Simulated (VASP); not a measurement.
Here is a VASP 6.6.1 calculation.

The input INCAR:

```
PREC     = Accurate       # precision mode
ENCUT    = 520            # plane-wave cutoff, eV
EDIFF    = 1E-6           # SCF threshold, eV
ISMEAR   = 0              # smearing method
SIGMA    = 0.15           # smearing width, eV
LREAL    = False          # projectors in reciprocal space
LASPH    = True           # aspherical terms in the spheres
NELM     = 80             # most SCF steps
ALGO     = Normal         # electronic algorithm
ISIF     = 2              # what is computed and relaxed
LWAVE    = False          # write WAVECAR
LCHARG   = False          # write CHGCAR
GGA      = CA             # functional
NBANDS   = 9              # bands
```

KPOINTS

```
regular mesh
0
Gamma
  22 22 22
```

Contents of POSCAR:

```
S
1.0
    0.0000000000      1.9943503440      1.9943503440
    1.9943503440      0.0000000000      1.9943503440
    1.9943503440      1.9943503440      0.0000000000
S
1
Direct
    0.0000000000      0.0000000000      0.0000000000
```

Potentials or basis: VASP PAW LDA potentials, release 64 (S).

Command:

```console
$ cat potpaw_LDA.64/S/POTCAR > POTCAR
$ mpirun -np 1 vasp_std > vasp.out
```

**Question.** Predict the band gap on the k mesh.

**Answer.** Zero (band 3 reaches 10.49 eV, above the bottom of band 4 at 4.80 eV).

**Question.** Predict the pressure.

**Answer.** -6.6 GPa.
